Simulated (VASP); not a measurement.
# Al5Ga3N8 (P1) in VASP: further runs

Runs on Al5Ga3N8. Level: PBEsol. Tasks: single point, relaxation of volume and atoms at fixed shape.

All numbers are computed with VASP 6.6.1; they aren't measurements. Logs are shortened: lines on timing, memory, paths and dates and some standing lists are left out, and cuts for length are marked.

### 1 The cell of the first run

The typed cell holds 64 atoms: a = 8.845 Å, b = 8.845 Å, c = 8.845 Å, α = 90.00°, β = 90.00°, γ = 90.00°.

### 2 Single point, PBEsol

Contents of INCAR:

```
SYSTEM = Al5Ga3N8
  PREC = Accurate
  ENCUT = 700
  EDIFF = 1E-6
  ISMEAR = -1
  SIGMA = 0.05
  LREAL = Auto
  LASPH = .TRUE.
  NELM = 120
  ALGO = Normal
  ISIF = 2
  LWAVE = .FALSE.
  LCHARG = .TRUE.
  GGA = PS
  LELF = .TRUE.
  LVHAR = .TRUE.
  NBANDS = 226
  ISYM = -1
  GGA_COMPAT = .FALSE.
```

Contents of KPOINTS:

```
explicit points
1
Reciprocal
  0.25000000   0.25000000   0.25000000 1
```

Contents of POSCAR:

```
Al5Ga3N8
1.0
    8.8446786238      0.0000000000      0.0000000000
    0.0000000000      8.8446786238      0.0000000000
    0.0000000000      0.0000000000      8.8446786238
Ga Al N
12 20 32
Direct
    0.9996520000      0.9973980000      0.0018140000
    0.9992590000      0.9977540000      0.4983050000
    0.9972500000      0.5013130000      0.0014850000
    0.9974290000      0.5012200000      0.4994930000
    0.2518270000      0.2478750000      0.0020650000
    0.2514920000      0.2479830000      0.4986950000
    0.2511090000      0.5007300000      0.2504100000
    0.2517080000      0.5026800000      0.7503800000
    0.7481860000      0.9974460000      0.7501360000
    0.9979990000      0.2492900000      0.7499330000
    0.5018130000      0.2492220000      0.7504930000
    0.5012530000      0.7505120000      0.2502230000
    0.5003890000      0.9983280000      0.0009840000
    0.4997820000      0.9981010000      0.4994720000
    0.5019910000      0.5004730000      0.0004250000
    0.5025960000      0.5002960000      0.4997920000
    0.2508930000      0.7507340000      0.9997950000
    0.2506950000      0.7509100000      0.5004590000
    0.7478700000      0.2497730000      0.0023230000
    0.7482810000      0.2495390000      0.4978770000
    0.7487680000      0.7488740000      0.0002510000
    0.7485620000      0.7487280000      0.4997410000
    0.2507170000      0.9980000000      0.2502760000
    0.2512810000      0.9962710000      0.7500360000
    0.7487080000      0.9994930000      0.2499130000
    0.7486350000      0.4988570000      0.2502920000
    0.7481610000      0.5010760000      0.7500960000
    0.9972730000      0.2484580000      0.2498560000
    0.9983520000      0.7499890000      0.2503000000
    0.9991880000      0.7494680000      0.7502870000
    0.5020930000      0.2482400000      0.2504410000
    0.5002270000      0.7495680000      0.7499380000
    0.1247660000      0.1239720000      0.1321520000
    0.1276590000      0.1206060000      0.6279920000
    0.1251180000      0.6311520000      0.1252510000
    0.1246820000      0.6307200000      0.6247460000
    0.6245340000      0.1235840000      0.1250320000
    0.6249090000      0.1237710000      0.6187350000
    0.6280530000      0.6218520000      0.1232860000
    0.6246100000      0.6252520000      0.6253390000
    0.3823670000      0.3750090000      0.1257830000
    0.3783950000      0.3777430000      0.6222940000
    0.3726590000      0.8772830000      0.1227220000
    0.3762550000      0.8742210000      0.6248770000
    0.8713700000      0.3718480000      0.1286310000
    0.8674390000      0.3747290000      0.6246650000
    0.8704720000      0.8710470000      0.1283590000
    0.8743730000      0.8681750000      0.6247740000
    0.3788700000      0.1204630000      0.3712760000
    0.3757980000      0.1179220000      0.8747160000
    0.3762330000      0.6253640000      0.3816390000
    0.3793210000      0.6281100000      0.8795600000
    0.8713660000      0.1267200000      0.3723410000
    0.8708410000      0.1262100000      0.8791420000
    0.8704620000      0.6277060000      0.3712320000
    0.8713680000      0.6281080000      0.8719500000
    0.1211570000      0.3716560000      0.3721160000
    0.1253340000      0.3751930000      0.8759220000
    0.1282490000      0.8707960000      0.3715140000
    0.1272370000      0.8711160000      0.8723860000
    0.6245200000      0.3751130000      0.3748600000
    0.6283340000      0.3777860000      0.8786000000
    0.6283060000      0.8776980000      0.3784080000
    0.6214110000      0.8710090000      0.8788140000
```

Potentials or basis: VASP PAW PBE potentials, release 64 (Ga_d, Al, N).

Run with:

```bash
$ cat potpaw_PBE.64/Ga_d/POTCAR potpaw_PBE.64/Al/POTCAR potpaw_PBE.64/N/POTCAR > POTCAR
$ mpirun -np 1 vasp_std > vasp.out
```

OUTCAR:

```text
SYSTEM = Al5Ga3N8
   PREC = Accurate
   ENCUT = 700
   EDIFF = 1E-6
   ISMEAR = -1
   LREAL = Auto
   LASPH = .TRUE.
   NELM = 120
   ISIF = 2
   GGA = PS
   ISYM = -1

 ion  position               nearest neighbor table
   1  1.000  0.997  0.002-  54 1.94  33 1.95  47 1.95  60 1.96  29 3.10  17 3.11  25 3.12  28 3.12
                            21 3.12  30 3.12  23 3.12
   2  0.999  0.998  0.498-  48 1.95  34 1.95  59 1.95  53 1.95  29 3.10  18 3.12  25 3.12  28 3.12
                            23 3.12  22 3.13  30 3.13
   3  0.997  0.501  0.001-  58 1.94  35 1.95  56 1.95  45 1.95  21 3.10  26 3.11  29 3.11  30 3.12
                            27 3.13  19 3.13  28 3.13
   4  0.997  0.501  0.499-  57 1.94  46 1.95  55 1.95  36 1.95  22 3.10  29 3.11  26 3.11  30 3.12
                            27 3.13  20 3.13  28 3.14
   5  0.252  0.248  0.002-  58 1.94  33 1.95  50 1.95  41 1.95  23 3.12  13 3.12  31 3.12  28 3.14

   6  0.251  0.248  0.499-  42 1.94  34 1.94  57 1.94  49 1.95  14 3.12  23 3.12  31 3.12
   7  0.251  0.501  0.250-  57 1.95  51 1.95  35 1.95  41 1.95  18 3.13  17 3.13  15 3.13  16 3.13
                            29 3.14
   8  0.252  0.503  0.750-  58 1.94  42 1.94  36 1.94  52 1.95  32 3.10  17 3.11  18 3.12  30 3.12
                            15 3.13  16 3.14
   9  0.748  0.997  0.750-  54 1.94  48 1.94  38 1.95  64 1.95  32 3.10  13 3.12  21 3.12  30 3.12
                            14 3.12  22 3.12
  10  0.998  0.249  0.750-  58 1.94  54 1.94  34 1.94  46 1.95  27 3.14  20 3.14
  11  0.502  0.249  0.750-  42 1.94  38 1.94  50 1.95  62 1.96  19 3.11  27 3.12  20 3.12  15 3.13
                            13 3.14  16 3.14  14 3.14
  12  0.501  0.751  0.250-  51 1.95  39 1.95  63 1.95  43 1.96  25 3.10  22 3.11  14 3.11  13 3.11
                            21 3.11  23 3.11  26 3.12  16 3.13  15 3.13  17 3.13  18 3.13
  13  0.500  0.998  0.001-  50 1.89  64 1.89  43 1.89  37 1.91  12 3.11  17 3.11  25 3.11  21 3.11
                             5 3.12   9 3.12  19 3.12  23 3.12  31 3.12  32 3.13  24 3.13  11 3.14
  14  0.500  0.998  0.499-  63 1.89  38 1.89  49 1.90  44 1.90  18 3.10  12 3.11  22 3.12   6 3.12
                            23 3.12  25 3.12  32 3.12   9 3.12  24 3.12  31 3.12  20 3.13  11 3.14
  15  0.502  0.500  0.000-  39 1.89  41 1.89  62 1.89  52 1.90  21 3.10  27 3.11  26 3.11  19 3.11
                            32 3.12  12 3.13   8 3.13   7 3.13  11 3.13  17 3.14  31 3.14
  16  0.503  0.500  0.500-  42 1.89  51 1.89  61 1.90  40 1.90  22 3.09  26 3.10  27 3.10  20 3.11
                            32 3.12  12 3.13   7 3.13  31 3.14   8 3.14  11 3.14  18 3.14
  17  0.251  0.751  1.000-  35 1.89  43 1.90  52 1.90  60 1.90  24 3.10  13 3.11   8 3.11  23 3.11
                             1 3.11  32 3.12   7 3.13  12 3.13  30 3.13  15 3.14  29 3.15
  18  0.251  0.751  0.500-  51 1.89  36 1.89  59 1.90  44 1.91  24 3.10  14 3.10  23 3.11   8 3.12
                             2 3.12  32 3.12   7 3.13  12 3.13  30 3.14  29 3.14  16 3.14
  19  0.748  0.250  0.002-  54 1.89  62 1.90  45 1.90  37 1.90  31 3.09  15 3.11  28 3.11  26 3.11
                            25 3.11  11 3.11  13 3.12   3 3.13  27 3.15
  20  0.748  0.250  0.498-  38 1.89  46 1.90  53 1.90  61 1.90  31 3.09  16 3.11  26 3.11  28 3.11
                            25 3.11  11 3.12  14 3.13   4 3.13  10 3.14  27 3.15
  21  0.749  0.749  0.000-  39 1.89  64 1.89  56 1.90  47 1.90  15 3.10   3 3.10  12 3.11  13 3.11
                            27 3.11   9 3.12  32 3.12   1 3.12  29 3.12  26 3.13  25 3.13  30 3.13
  22  0.749  0.749  0.500-  48 1.89  63 1.89  55 1.90  40 1.90  16 3.09   4 3.10  12 3.11  27 3.11
                            14 3.12  32 3.12   9 3.12  29 3.12  26 3.12   2 3.13  25 3.13  30 3.13
  23  0.251  0.998  0.250-  33 1.89  43 1.89  59 1.89  49 1.90  18 3.11  17 3.11  12 3.11   5 3.12
                            14 3.12   6 3.12  13 3.12   2 3.12   1 3.12  29 3.13  31 3.14  28 3.15
  24  0.251  0.996  0.750-  34 1.89  50 1.89  60 1.90  44 1.90  18 3.10  17 3.10  32 3.10  30 3.12
                            14 3.12  13 3.13
  25  0.749  0.999  0.250-  63 1.89  47 1.90  53 1.90  37 1.91  31 3.10  12 3.10  13 3.11  28 3.11
                            19 3.11  20 3.11  14 3.12   2 3.12   1 3.12  29 3.12  21 3.13  22 3.13
  26  0.749  0.499  0.250-  39 1.89  45 1.90  55 1.90  61 1.90  16 3.10  15 3.11  20 3.11  19 3.11
                            31 3.11   3 3.11   4 3.11  28 3.12  12 3.12  22 3.12  21 3.13  29 3.13
  27  0.748  0.501  0.750-  46 1.90  62 1.90  56 1.90  40 1.90  16 3.10  32 3.10  15 3.11  21 3.11
                            22 3.11  11 3.12  30 3.12   4 3.13   3 3.13  10 3.14  19 3.15  20 3.15
  28  0.997  0.248  0.250-  57 1.89  33 1.89  53 1.89  45 1.89  19 3.11  20 3.11  25 3.11  26 3.12
                             1 3.12   2 3.12   3 3.13   5 3.14   4 3.14  23 3.15
  29  0.998  0.750  0.250-  35 1.89  47 1.89  55 1.90  59 1.90   2 3.10   1 3.10   3 3.11   4 3.11
                            25 3.12  22 3.12  21 3.12  23 3.13  26 3.13   7 3.14  18 3.14  17 3.15
  30  0.999  0.749  0.750-  48 1.89  36 1.89  56 1.89  60 1.90  24 3.12   9 3.12   4 3.12   8 3.12
                             3 3.12  27 3.12   1 3.12   2 3.13  21 3.13  22 3.13  17 3.13  18 3.14
[... 200 lines left out ...]
   total plane-waves  NPLWV = 512000
   dimension x,y,z NGX =    80 NGY =   80 NGZ =   80
   dimension x,y,z NGXF=   160 NGYF=  160 NGZF=  160
   ions per type =              12  20  32
   NGX,Y,Z   is equivalent  to a cutoff of  15.04, 15.04, 15.04 a.u.
   NGXF,Y,Z  is equivalent  to a cutoff of  30.07, 30.07, 30.07 a.u.
 SYSTEM =  Al5Ga3N8
   PREC   = accura    normal or accurate (medium, high low for compatibility)
   ISTART =      0    job   : 0-new  1-cont  2-samecut
   ICHARG =      2    charge: 1-file 2-atom 10-const
   ISPIN  =      1    spin polarized calculation?
   LNONCOLLINEAR =      F non collinear calculations
   LSORBIT =      F    spin-orbit coupling
   LASPH  =      T    aspherical Exc in radial PAW
   ENCUT  =  700.0 eV  51.45 Ry    7.17 a.u.  19.08 19.08 19.08*2*pi/ulx,y,z
   NELM   =    120;   NELMIN=  2; NELMDL= -5     # of ELM steps
   EDIFF  = 0.1E-05   stopping-criterion for ELM
   LREAL  =      T    real-space projection
   EDIFFG = 0.1E-04   stopping-criterion for IOM
   NSW    =      0    number of steps for IOM
   IBRION =     -1    ionic relax: 0-MD 1-quasi-New 2-CG
   NFREE  =      0    steps in history (QN), initial steepest desc. (CG)
   ISIF   =      2    stress and relaxation
   ISYM   =     -1    0-nonsym 1-usesym 2-fastsym
   POTIM  = 0.5000    time-step for ionic-motion
   TEBEG  =    0.0;   TEEND  =   0.0 temperature during run
   PSTRESS=    0.0 pullay stress
   NELECT =     376.0000    total number of electrons
   NUPDOWN=      -1.0000    fix difference up-down
   EMIN   =  10.00;   EMAX   =-10.00  energy-range for DOS
   EFERMI =   0.00;   METHOD = LEGACY
   ISMEAR =    -1;   SIGMA  =   0.05  broadening in eV -4-tet -1-fermi 0-gaus
   EFERMI_NEDOS =   21; number of points for ismear=-14 and -15
   IALGO  =     38    algorithm
   IMIX   =      4    mixing-type and parameters
     AMIX     =   0.40;   BMIX     =  1.00
     AMIX_MAG =   1.60;   BMIX_MAG =  1.00
  volume/ion in A,a.u.               =      10.81        72.96
  Fermi-wavevector in a.u.,A,eV,Ry     =   1.335945  2.524571 24.283001  1.784750
  Thomas-Fermi vector in A             =   2.464610
   LORBIT       =      0    0 simple, 1 ext, 2 COOP (PROOUT), +10 PAW based schemes
   GGA     = PS    functional components
   LHFCALC =     F    Hartree Fock is set to
   AEXX    =    0.0000 exact exchange contribution
   IVDW    =     0    specifies the selected vdW correction
   LEPSILON=     F    determine dielectric tensor
   LRPA    =     F    only Hartree local field effects (RPA)
 non-spin polarized calculation
  energy-cutoff  :      700.00
  volume of cell :      691.90
 maximum number of plane-waves:     29083
 NGX is ok and might be reduce to    80
   NGX = 39   NGY = 39   NGZ = 39

 number of electron     376.0000003 magnetization

 Free energy of the ion-electron system (eV)
  ---------------------------------------------------
  ext. energy  EPLUGINS =         0.00000000
  ---------------------------------------------------
  free energy    TOTEN  =      -469.78229803 eV

  energy without entropy =     -469.78229803  energy(sigma->0) =     -469.78229803

 E-fermi :   6.7606     XC(G=0): -11.4357

 val. band max:        5.5106762541   @ k =   0.2500   0.2500   0.2500
 cond. band min:       9.6003343871   @ k =   0.2500   0.2500   0.2500
 fundamental gap:      4.0896581330
 Fermi energy:         6.7606240866

 k-point     1 :       0.2500    0.2500    0.2500
  band No.  band energies     occupation
      1      -9.5691      2.00000
      2      -9.1723      2.00000
      3      -9.1196      2.00000
      4      -9.0754      2.00000
      5      -8.9260      2.00000
      6      -8.8484      2.00000
[... 192 lines left out ...]
    199      11.1773      0.00000
    200      11.2077      0.00000
 [bands above 200 left out]

------------------------ aborting loop because EDIFF is reached ----------------------------------------

  FORCE on cell =-STRESS in cart. coord.  units (eV):
  Direction    XX          YY          ZZ          XY          YZ          ZX
  --------------------------------------------------------------------------------------
  -------------------------------------------------------------------------------------
  Total       -1.0246876     -1.0828605     -0.9707379     -1.5025294     -1.5208275     -1.5449310
  in kB       -2.3727714     -2.5074768     -2.2478451     -3.4792641     -3.5216351     -3.5774494
  external PRESSURE =      -2.3760311 kB  Pullay stress =       0.0000000 kB

 VOLUME and BASIS-vectors are now :
 -----------------------------------------------------------------------------
  energy-cutoff  :      700.00
  volume of cell :      691.90
      direct lattice vectors                 reciprocal lattice vectors
     8.844678624  0.000000000  0.000000000     0.113062333  0.000000000  0.000000000
     0.000000000  8.844678624  0.000000000     0.000000000  0.113062333  0.000000000
     0.000000000  0.000000000  8.844678624     0.000000000  0.000000000  0.113062333

 POSITION                                       TOTAL-FORCE (eV/Angst)
 -----------------------------------------------------------------------------------
      8.84160      8.82166      0.01604         0.007084      0.008970      0.007808
      8.83812      8.82481      4.40735         0.012116     -0.000210     -0.003287
      8.82036      4.43395      0.01313         0.016267     -0.007836      0.001375
      8.82194      4.43313      4.41786         0.007430     -0.003814     -0.008339
      2.22733      2.19237      0.01826        -0.007579      0.014006      0.001039
      2.22437      2.19333      4.41080        -0.001722      0.008745     -0.006404
[... 56 lines left out ...]
      5.55716      7.76296      3.34690        -0.002538     -0.005514      0.003160
      5.49618      7.70379      7.77283         0.012590      0.011126     -0.010880
 -----------------------------------------------------------------------------------
    total drift:                                0.012377     -0.016756      0.003518

  FREE ENERGIE OF THE ION-ELECTRON SYSTEM (eV)
  ---------------------------------------------------
  free  energy   TOTEN  =      -469.7822980301 eV

  energy  without entropy=     -469.7822980300  energy(sigma->0) =     -469.78229803
```

It took 7 min on 1 thread of AMD EPYC 9R45 (Zen 5), shared host; peak memory 1 GiB.

What came out:

```
Free energy            : -469.7823 eV
Pressure               : -0.2 GPa
Largest force          : 0.025 eV/Å
Band gap on the k mesh : 4.09 eV
```

Forces on the atoms (eV/Å):
```
Ga   0.007  0.009  0.008
Ga   0.012  0.000 -0.003
Ga   0.016 -0.008  0.001
Ga   0.007 -0.004 -0.008
Ga  -0.008  0.014  0.001
Ga  -0.002  0.009 -0.006
Ga   0.001  0.000 -0.005
Ga   0.000 -0.014  0.005
Ga   0.000  0.004  0.006
Ga   0.004  0.007  0.008
Ga  -0.006  0.005  0.001
Ga  -0.005 -0.007 -0.006
Al  -0.011  0.002  0.008
Al  -0.008  0.008 -0.014
Al  -0.011 -0.004  0.010
Al  -0.010 -0.006 -0.008
Al   0.000 -0.015  0.010
Al   0.002 -0.009 -0.009
Al   0.001  0.010  0.008
Al  -0.005  0.015 -0.012
Al   0.000 -0.014  0.005
Al  -0.003 -0.012 -0.007
Al   0.001  0.009 -0.008
Al   0.000  0.003  0.008
Al  -0.001  0.004 -0.009
Al  -0.003 -0.005 -0.006
Al  -0.001 -0.006  0.010
Al   0.011  0.011 -0.002
Al   0.011 -0.011 -0.011
Al   0.011 -0.016  0.013
Al  -0.015  0.017 -0.010
Al  -0.011 -0.013  0.006
N   -0.003 -0.011 -0.008
N   -0.012  0.003 -0.009
N   -0.007  0.000  0.001
N   -0.004  0.000 -0.002
N    0.007 -0.012  0.001
N    0.006 -0.010  0.016
N   -0.001  0.010  0.005
N    0.006  0.013 -0.002
N    0.000 -0.006  0.001
N    0.000 -0.005  0.008
N    0.009 -0.003  0.004
N    0.004  0.000  0.005
N   -0.003  0.004 -0.006
N    0.007 -0.001  0.003
N   -0.003  0.009 -0.002
N   -0.004  0.013  0.001
N    0.001 -0.009  0.015
N    0.009  0.006 -0.004
N    0.007  0.007 -0.004
N    0.003  0.006 -0.018
N    0.001 -0.010  0.011
N    0.002 -0.014 -0.015
N   -0.002  0.001  0.014
N   -0.005  0.008 -0.003
N    0.004  0.004  0.013
N   -0.004 -0.001 -0.004
N   -0.012  0.008  0.016
N   -0.010  0.013 -0.006
N    0.010 -0.008  0.009
N    0.000 -0.009 -0.011
N   -0.003 -0.006  0.003
N    0.013  0.011 -0.011
```

Stress tensor (GPa, compression positive):
```
-0.24 -0.35 -0.36
-0.35 -0.25 -0.35
-0.36 -0.35 -0.22
```

Caveat: the PAW data sets were made with another functional, which shifts forces and pressure a little; a shifted mesh leaves out Γ, where band edges can lie. A k mesh can miss the band edges.

[end of part 1 of 2]
